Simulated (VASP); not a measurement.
# Zn: single point with PBE

Zn:

```
Zn
1.0
     2.13673    1.23364    0.98226
    -2.13673    1.23364    0.98226
     0.00000   -2.46728    0.98226
Zn
1
Direct
  0.50000 0.50000 0.50000
```

```json
{
 "Program": "VASP 6.6.1",
 "Task": "single point",
 "Functional": "PBE",
 "Potentials or basis": "VASP PAW PBE potentials, release 64 (Zn)",
 "Cutoff": "520 eV",
 "k mesh": "18 × 18 × 18",
 "Occupations": "gaussian, width 0.1 eV",
 "Spin": "no spin polarisation"
}
```

The pressure is 0.3 GPa and the band gap on the k mesh is zero (bands 6 and 7 overlap by 5.68 eV).

Stress tensor (GPa, compression positive):
```
0.31 0.00 0.00
0.00 0.31 0.00
0.00 0.00 0.18
```

Levels at points of the mesh, in eV from the Fermi level:
| k point | band 4 | band 5 | band 6 | band 7 | band 8 | band 9 |
| --- | --- | --- | --- | --- | --- | --- |
| (0.00, 0.00, 0.00) | -7.54 | -7.24 | -7.24 | 16.75 | 17.77 | 17.77 |
| (0.50, 0.00, 0.00) | -7.20 | -7.01 | -2.99 | -1.73 | 12.15 | 13.21 |
| (0.50, 0.50, 0.00) | -7.30 | -6.88 | -2.17 | -0.16 | 8.94 | 13.12 |
| (0.50, 0.50, 0.50) | -6.93 | -6.93 | 3.95 | 3.95 | 4.90 | 7.53 |

It took 33 s on 1 thread of AMD EPYC 9R45 96-Core Processor (Zen 5), with other jobs on the host, peak memory 0.17 GiB.
